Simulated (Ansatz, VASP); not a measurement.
## NiO in VASP and in Ansatz

```
Ni O
1.0
     0.00000    2.09131    2.13314
     2.09131    0.00000    2.13314
     2.09131    2.09131    0.00000
Ni O
1 1
Direct
  0.00000 0.00000 0.00000
  0.50000 0.50000 0.50000
```

Change from the starting cell: zz strain of +2 %, crystal datasets.

Alike in both runs: task electric field gradients; functional PBE; k mesh 17 × 17 × 17; occupations fermi-dirac, width 0.03 eV; collinear spin.

|  | VASP | Ansatz |
| --- | --- | --- |
| version | VASP 6.6.1 | Ansatz 0.2.0 |
| potentials or method | VASP PAW PBE potentials, release 64 (Ni, O), cutoff 520 eV | all-electron PAW with datasets made for the crystal, scalar-relativistic |

```tsv
	VASP	Ansatz	Ansatz less VASP
pressure (GPa)	0.4	1.3	+0.85
traceless stress, the component that is largest in VASP (GPa)	-0.98	-0.98	+0.003
net moment per atom (μB)	0.88	0.92	+0.037
size of the moment on the site where the two differ most (μB)	0.27	0.30	+0.031
size of Vzz on the site where it differs most (V/Å²)	1.6	2.5	+0.88
```

Site moments also hang on the region over which each program counts them. Ansatz ran all-electron here, and VASP with PAW potentials.
